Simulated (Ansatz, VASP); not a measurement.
**CdF2: VASP beside Ansatz**

```
CELL_PARAMETERS angstrom
0.00000 2.69400 2.69400
2.69400 0.00000 2.69400
2.69400 2.69400 0.00000
ATOMIC_POSITIONS crystal
Cd 0.00000 0.00000 0.00000
F 0.25000 0.25000 0.25000
F 0.75000 0.75000 0.75000
```

Alike in both runs: task single point; functional PBEsol; k mesh 12 × 12 × 12; occupations gaussian, width 0.05 eV; no spin polarisation.

|  | VASP | Ansatz |
| --- | --- | --- |
| version | VASP 6.6.1 | Ansatz 0.2.0 |
| potentials or method | VASP PAW PBE potentials, release 64 (Cd, F), cutoff 520 eV | scalar-relativistic, plane waves, PAW |
| valence electrons in the cell | 26 | 34 |

```tsv
	VASP	Ansatz	Ansatz less VASP
gap on the k mesh at the Fermi level (eV)	2.90	2.94	+0.032
least direct gap on the mesh (eV)	3.39	3.42	+0.031
pressure (GPa)	0.5	-0.2	-0.78
```

VASP's potentials were made for PBE, not for PBEsol. VASP's potentials hold 26 valence electrons a cell and Ansatz's 34, so a difference there can come from the potentials and not from the codes.
